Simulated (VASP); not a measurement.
MoS2: single point with PBEsol

**What was measured.**

“Multiwavelength excitation Raman Scattering Analysis of bulk and 2 dimensional MoS2: Vibrational properties of atomically thin MoS2 layers”, 2015, arxiv:1506.03228 reports, for a bulk crystal of MoS2 at 300 K: band gap 1.3 eV (indirect).

Crystal: MoS2.

```
Mo S
1.0
     3.14165    0.00000    0.00000
    -1.57082    2.72074    0.00000
     0.00000    0.00000   12.57026
Mo S
2 4
Cartesian
  0.0000 1.8138 3.1426
  1.5708 0.9069 9.4277
  0.0000 1.8138 7.8689
  1.5708 0.9069 1.5838
  0.0000 1.8138 10.9865
  1.5708 0.9069 4.7014
```

```yaml
Program: VASP 6.6.1
Task: single point
Functional: PBEsol
Potentials_or_basis: VASP PAW PBE potentials, release 64 (Mo_sv, S)
Cutoff: 520 eV
k_mesh: 12 × 12 × 2
Occupations: methfessel-paxton, width 0.143 eV
Spin: no spin polarisation
Dipole_correction: no
Further_INCAR_settings: ALGO = Normal; EDIFF = 1e-07; NBANDS = 35
```

The pressure is 0.0 GPa and the largest force is 0.004 eV/Å. The band gap on the k mesh is 0.99 eV, indirect (least direct gap 1.74 eV).

Forces in eV/Å, atoms in the order of the input:
```
Mo   0.000  0.000  0.000
Mo   0.000  0.000  0.000
S    0.000  0.000 -0.004
S    0.000  0.000 -0.004
S    0.000  0.000  0.004
S    0.000  0.000  0.004
```

Levels at points of the mesh, in eV from the valence-band top:
| k point | band 22 | band 23 | band 24 | band 25 | band 26 | band 27 | band 28 | band 29 | band 30 | band 31 |
| --- | --- | --- | --- | --- | --- | --- | --- | --- | --- | --- |
| (0.00, 0.00, 0.00) | -2.04 | -2.04 | -1.31 | -1.13 | 0.00 | 2.29 | 2.29 | 2.31 | 2.31 | 2.50 |
| (0.50, 0.00, 0.00) | -2.45 | -1.56 | -1.41 | -1.32 | -1.23 | 1.80 | 1.83 | 2.19 | 2.45 | 3.01 |
| (0.00, 0.00, 0.50) | -2.05 | -2.05 | -2.05 | -0.29 | -0.29 | 2.29 | 2.29 | 2.29 | 2.29 | 2.57 |
| (0.50, 0.00, 0.50) | -2.56 | -1.48 | -1.48 | -1.27 | -1.27 | 1.82 | 1.82 | 2.33 | 2.33 | 3.35 |

It took 100 s on 1 thread of Intel(R) Xeon(R) Platinum 8488C (Sapphire Rapids) (shared host), peak memory 0.27 GiB.

A measured gap of MoS2 is 1.3 eV (indirect; 300 K; “Multiwavelength excitation Raman Scattering Analysis of bulk and 2 dimensional MoS2: Vibrational properties of atomically thin MoS2 layers”, 2015, arxiv:1506.03228); the calculated 0.99 eV misses it by -0.31 eV. Spin-orbit coupling on Mo is left out. The value is that of PBEsol on a finite k mesh, which can miss the band edges, without temperature or zero-point motion. Semilocal functionals fall short of measured gaps as a rule.

Caveat: the PAW data sets were made with another functional, which shifts forces and pressure a little; this functional lacks dispersion, which binds the layers, so the pressure and a relaxed spacing across them are unreliable.
